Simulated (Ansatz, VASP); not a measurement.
## WS2 in VASP and in Ansatz

```xyz
3
Lattice="1.5998 0.9236 6.2444 -1.5998 0.9236 6.2444 0.0000 -1.8473 6.2444" Properties=species:S:1:pos:R:3 pbc="T T T"
W     0.0000    0.0000    0.0000
S     0.0000    0.0000   14.0556
S     0.0000    0.0000   10.8841
```

Change from the starting cell: volume scaled by 1.04, PAW files.

Alike in both runs: task electric field gradients; functional PBEsol; k mesh 15 × 15 × 15; occupations fermi-dirac, width 0.03 eV; no spin polarisation.

|  | VASP | Ansatz |
| --- | --- | --- |
| version | VASP 6.6.1 | Ansatz 0.2.0 |
| potentials or method | VASP PAW PBE potentials, release 64 (W_sv, S) | PAW with Ansatz's default frozen-core files, scalar-relativistic |
| plane-wave cutoff (eV) | 520 | 420 |
| valence electrons in the cell | 26 | 26 |

Ansatz gave:

- pressure (GPa): -6.6
- traceless stress, the component that is largest in VASP (GPa): 0.30
- rms of the force components (eV/Å): 0.409
- size of Vzz on the site where it differs most (V/Å²): 165.0

Task: What did VASP give for the same quantities?

Result: Pressure (GPa): -6.5; traceless stress, the component that is largest in VASP (GPa): 0.32; rms of the force components (eV/Å): 0.402; size of Vzz on the site where it differs most (V/Å²): 146.2.

VASP's potentials were made for PBE, not for PBEsol. Atom by atom the forces differ by 0.009 eV/Å (rms over components). With one functional, cell and mesh, what is left measures potentials, basis and numerics.

Neither program's run includes spin-orbit coupling.
